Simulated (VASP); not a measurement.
Runs of VASP 6.6.1 on Rh. The structure is that of space group P6_3/mmc (No. 194), or close to it. The cells are those of the table. 

```tsv
cell	gap on the mesh (eV)	pressure (GPa)
a = 2.692, b = 2.692, c = 8.798 Å, angles 90.0, 90.0, 120.0°, 4 atoms	none	-10.7
a = 2.757, b = 2.757, c = 9.013 Å, angles 90.0, 90.0, 120.0°, 4 atoms	none	-25.9
a = 2.669, b = 2.669, c = 8.724 Å, angles 90.0, 90.0, 120.0°, 4 atoms	none	-3.7
a = 2.714, b = 2.714, c = 8.871 Å, angles 90.0, 90.0, 120.0°, 4 atoms	none	(a)
a = 2.599, b = 2.599, c = 8.494 Å, angles 90.0, 90.0, 120.0°, 4 atoms	none	25.3
a = 2.736, b = 2.736, c = 8.942 Å, angles 90.0, 90.0, 120.0°, 4 atoms	none	-21.7
a = 2.623, b = 2.623, c = 8.572 Å, angles 90.0, 90.0, 120.0°, 4 atoms	none	(c)
a = 2.779, b = 2.779, c = 9.082 Å, angles 90.0, 90.0, 120.0°, 4 atoms	none	-29.5
a = 2.646, b = 2.646, c = 8.649 Å, angles 90.0, 90.0, 120.0°, 4 atoms	none	(b)
```

Alike in all rows: task single point; level LDA; potentials or basis VASP PAW LDA potentials, release 64 (Rh_pv); no spin polarisation; k mesh 10 × 10 × 3; cutoff (eV) 520; smearing fermi-dirac 0.1 eV.

Problem. Fill in the values left out.

Solution. (a) -16.6; (b) 4.5; (c) 14.1.

A k mesh can miss the band edges, and the runs leave out spin-orbit coupling on Rh.

A gap of «none» marks levels without a gap at the run's occupations.
